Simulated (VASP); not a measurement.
Set up this calculation in VASP 6.6.1, as the native input.

- Task: single point
- Functional: PBE
- Potentials or basis: VASP PAW PBE potentials, release 64 (Si, Mo_sv)
- Cutoff: 520 eV
- k mesh: 8 × 8 × 8
- Occupations: gaussian, width 0.1 eV
- Spin: no spin polarisation
- Dipole correction: no
- Further INCAR settings: ALGO = Fast; EDIFF = 1e-06; NBANDS = 56

The structure of SiMo3 lies in POSCAR:

```
SiMo3
1.0
    4.8568899923      0.0000000000      0.0000000000
    0.0000000000      4.8568899923      0.0000000000
    0.0000000000      0.0000000000      4.8568899923
Si Mo
2 6
Direct
    0.0000000000      0.0000000000      0.0000000000
    0.5000000000      0.5000000000      0.5000000000
    0.2500000000      0.0000000000      0.5000000000
    0.5000000000      0.7500000000      0.0000000000
    0.7500000000      0.0000000000      0.5000000000
    0.5000000000      0.2500000000      0.0000000000
    0.0000000000      0.5000000000      0.7500000000
    0.0000000000      0.5000000000      0.2500000000
```

This cell differs from its parent crystal: volume scaled by 0.97.

These files were run (other wordings do the same):

INCAR

```
PREC     = Accurate       # precision mode
ENCUT    = 520            # plane-wave cutoff, eV
EDIFF    = 1E-6           # SCF threshold, eV
ISMEAR   = 0              # smearing method
SIGMA    = 0.1            # smearing width, eV
LREAL    = False          # projectors in reciprocal space
LASPH    = True           # aspherical terms in the spheres
NELM     = 60             # most SCF steps
ALGO     = Fast           # electronic algorithm
ISIF     = 2              # what is computed and relaxed
LWAVE    = False          # write WAVECAR
LCHARG   = True           # write CHGCAR
GGA      = PE             # functional
LELF     = True           # ELF
LVHAR    = True         
NBANDS   = 56             # bands
```

KPOINTS

```
regular mesh
0
Gamma
  8 8 8
```

Potentials or basis: VASP PAW PBE potentials, release 64 (Si, Mo_sv).

Command:

```sh
$ cat potpaw_PBE.64/Si/POTCAR potpaw_PBE.64/Mo_sv/POTCAR > POTCAR
$ mpirun -np 1 vasp_std > vasp.out
```

It gave:

| Item | Value |
| --- | --- |
| Pressure | 8.6 GPa |
| Band gap on the k mesh | zero (band 46 reaches 14.36 eV, above the bottom of band 47 at 11.88 eV) |

It took 2.2 min on 1 thread of AMD EPYC 9R45 96-Core Processor (Zen 5), on a shared host, peak memory 0.28 GiB.
